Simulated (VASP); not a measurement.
Write the native input for VASP 6.6.1 that does the following.

| Item | Value |
| --- | --- |
| Task | single point |
| Functional | PBEsol |
| Potentials or basis | VASP PAW PBE potentials, release 64 (Li_sv, La, Bi_d) |
| Cutoff | 520 eV |
| k mesh | 3 × 3 × 3 |
| Occupations | gaussian, width 0.05 eV |
| Spin | no spin polarisation |
| Dipole correction | no |
| Further INCAR settings | LREAL = Auto; ALGO = Normal; EDIFF = 1e-06; NBANDS = 90 |

The structure of Li3LaBi2 lies in POSCAR:

```
Li3LaBi2
1.0
    0.0000000000      0.0000000000     -7.4627872315
    0.0000000000      8.1211324057      0.0000000000
    7.0331069708     -4.0605662029      0.0000000000
Li La Bi
9 3 6
Direct
    0.3547364806      0.3333333333      0.0000000000
    0.3547364806      0.6666666667      0.6666666667
    0.3547364806      0.0000000000      0.3333333333
    0.6452635194      0.3333333333      0.3333333333
    0.6452635194      0.6666666667      0.0000000000
    0.6452635194      0.0000000000      0.6666666667
    0.5000000000      0.6666666667      0.3333333333
    0.5000000000      0.0000000000      0.0000000000
    0.5000000000      0.3333333333      0.6666666667
    0.0000000000      0.3333333333      0.6666666667
    0.0000000000      0.6666666667      0.3333333333
    0.0000000000      0.0000000000      0.0000000000
    0.7452393969      0.3333333333      0.0000000000
    0.7452393969      0.6666666667      0.6666666667
    0.7452393969      0.0000000000      0.3333333333
    0.2547606031      0.3333333333      0.3333333333
    0.2547606031      0.6666666667      0.0000000000
    0.2547606031      0.0000000000      0.6666666667
```

The input as run:

INCAR

```
SYSTEM = Li3LaBi2
PREC = Accurate ; ENCUT = 520
EDIFF = 1E-6 ; ISMEAR = 0
SIGMA = 0.05 ; LREAL = Auto
LASPH = .TRUE. ; NELM = 80
ALGO = Normal ; ISIF = 2
LWAVE = .FALSE. ; LCHARG = .FALSE.
GGA = PS ; NBANDS = 90
```

KPOINTS

```
Automatic mesh
0
G
  3 3 3
  0 0 0
```

Potentials or basis: VASP PAW PBE potentials, release 64 (Li_sv, La, Bi_d).

Launch:

```console
$ cat potpaw_PBE.64/Li_sv/POTCAR potpaw_PBE.64/La/POTCAR potpaw_PBE.64/Bi_d/POTCAR > POTCAR
$ mpirun -np 1 vasp_std > vasp.out
```

It gave:

* Largest force: 0.023 eV/Å

Caveat: the PAW data sets were made with another functional, which shifts forces and pressure a little.

Wall time 6.1 min on 1 thread of Intel(R) Xeon(R) 6975P-C (Granite Rapids), on a shared host, peak memory 0.56 GiB.
